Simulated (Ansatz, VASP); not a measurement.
**Two plane-wave programs on CaO**

```
CELL_PARAMETERS angstrom
-0.03896 2.39551 2.39551
2.39551 -0.03896 2.39551
2.39551 2.39551 -0.03896
ATOMIC_POSITIONS crystal
Ca 0.00000 0.00000 0.00000
O 0.50000 0.50000 0.50000
```

Change from the starting cell: epitaxial_111 strain +1.5%.

Alike in both runs: task single point; functional PBE; k mesh 10 × 10 × 10; occupations fermi-dirac, width 0.02 eV; no spin polarisation.

|  | VASP | Ansatz |
| --- | --- | --- |
| version | VASP 6.6.1 | Ansatz 0.2.0 |
| potentials or method | VASP PAW PBE potentials, release 64 (Ca_sv, O) | plane waves, PAW |
| plane-wave cutoff (eV) | 520 | 420 |
| valence electrons in the cell | 16 | 16 |

Ansatz gave:

- gap on the k mesh at the Fermi level (eV): 3.60
- pressure (GPa): 0.1
- traceless stress, the component that is largest in VASP (GPa): 1.17

Task: Which values does VASP return?

Result: gap on the k mesh at the Fermi level (eV): 3.58; pressure (GPa): 0.6; traceless stress, the component that is largest in VASP (GPa): 1.16.

With one functional, cell and mesh, what is left measures potentials, basis and numerics.
